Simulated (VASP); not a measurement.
In2O3, 20 atoms in the cell. The cell holds a disordered packing, 20 atoms: a = 6.549 Å, b = 6.526 Å, c = 6.366 Å, α = 90.85°, β = 90.48°, γ = 88.94°. 

| Quantity | Value |
| --- | --- |
| Program | VASP 6.6.1 |
| Task | single point |
| Functional | PBE |
| Potentials or basis | VASP PAW PBE potentials, release 64 (In_d, O) |
| Cutoff | 520 eV |
| k mesh | 1 × 1 × 1 |
| Occupations | fermi-dirac, width 0.1034 eV |
| Spin | no spin polarisation |
| Dipole correction | no |
| Further INCAR settings | LREAL = Auto; ALGO = Normal; EDIFF = 1e-07; NBANDS = 104; ISYM = 0 |

Potentials or basis: VASP PAW PBE potentials, release 64 (In_d, O).

The run is started by

```bash
$ cat potpaw_PBE.64/In_d/POTCAR potpaw_PBE.64/O/POTCAR > POTCAR
$ mpirun -np 1 vasp_gam > vasp.out
```

Hardware: 1 thread of Intel(R) Xeon(R) 6975P-C (Granite Rapids), on a shared host.

Question: How long does it take, and how much memory?

Answer: Run time: 36 s on 1 thread of Intel(R) Xeon(R) 6975P-C (Granite Rapids), with other jobs on the host, peak memory 0.32 GiB. Counts: scf iterations 20, k points 1.
